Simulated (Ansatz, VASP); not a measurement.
## One calculation of TiN, two programs

Contents of INCAR:

```
SYSTEM = TiN
PREC = Accurate ; ENCUT = 520
EDIFF = 1E-6 ; ISMEAR = 0
SIGMA = 0.1 ; LREAL = .False.
LASPH = .True. ; NELM = 100
ALGO = Normal ; ISIF = 2
LWAVE = .False. ; LCHARG = .False.
GGA = PE ; NBANDS = 16
```

The input KPOINTS:

```
Automatic mesh
0
Gamma
  18 18 18
  0 0 0
```

POSCAR

```
TiN
1.0
    0.0000000000      2.1443901448      2.1443901448
    2.1443901448      0.0000000000      2.1443901448
    2.1443901448      2.1443901448      0.0000000000
Ti N
1 1
Direct
    0.0000000000      0.0000000000      0.0000000000
    0.5000000000      0.5000000000      0.5000000000
```

Input for Ansatz:

```yaml
crystal:
  lattice:
    - [0.0, 2.1443901448, 2.1443901448]
    - [2.1443901448, 0.0, 2.1443901448]
    - [2.1443901448, 2.1443901448, 0.0]
  atoms:
    - { symbol: Ti, position: [0.0, 0.0, 0.0] }
    - { symbol: "N", position: [0.5, 0.5, 0.5] }
basis:
  ecutwfc: 420
kpoints:
  mp_grid: { grid: [18, 18, 18] }
hamiltonian:
  xc: pbe
scf:
  occupations: { method: gaussian, width: 0.1 }
output:
  forces: true
  stress: true
  eigenvalues: true
```

Alike in both runs: task single point; functional PBE; k mesh 18 × 18 × 18; occupations gaussian, width 0.1 eV; no spin polarisation.

```csv
,VASP,Ansatz
version,VASP 6.6.1,Ansatz 0.2.0
potentials or method,"VASP PAW PBE potentials, release 64 (Ti_sv, N), cutoff 520 eV","scalar-relativistic, plane waves, PAW"
valence electrons in the cell,17,17
```

Ansatz gave:

| Property | Result |
| --- | --- |
| gap on the k mesh at the Fermi level (eV) | none |
| pressure (GPa) | -7.7 |

Problem. Estimate VASP's values.

Solution. gap on the k mesh at the Fermi level (eV): none; pressure (GPa): -7.3.

A gap of «none» marks a metal or a gap that the smearing closes.
